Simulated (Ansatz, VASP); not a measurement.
## SnO2: VASP beside Ansatz

```xyz
3
Lattice="0.0000 2.5337 2.5337 2.5337 0.0000 2.5337 2.5337 2.5337 0.0000" Properties=species:S:1:pos:R:3 pbc="T T T"
Sn    0.0000    0.0000    0.0000
O     1.2668    1.2668    1.2668
O     3.8005    3.8005    3.8005
```

Alike in both runs: functional r2SCAN; k mesh 6 × 6 × 6; occupations gaussian, width 0.1 eV; no spin polarisation.

Ansatz relaxed the structure, and its values are those at the end. VASP's run is a single point on that final structure, the one shown.

|  | VASP | Ansatz |
| --- | --- | --- |
| version | VASP 6.6.1 | Ansatz 0.2.0 |
| potentials or method | VASP PAW PBE potentials, release 64 (Sn_d, O), cutoff 520 eV | scalar-relativistic, plane waves, PAW |
| valence electrons in the cell | 26 | 26 |

```csv
,VASP,Ansatz,Ansatz less VASP
gap on the k mesh at the Fermi level (eV),0.88,0.86,-0.020
least direct gap on the mesh (eV),2.29,2.27,-0.026
pressure (GPa),1.3,-0.1,-1.36
```

VASP's potentials were made for PBE, not for r2SCAN. The functional is the same, so the differences come from potentials, cutoffs and numerics.
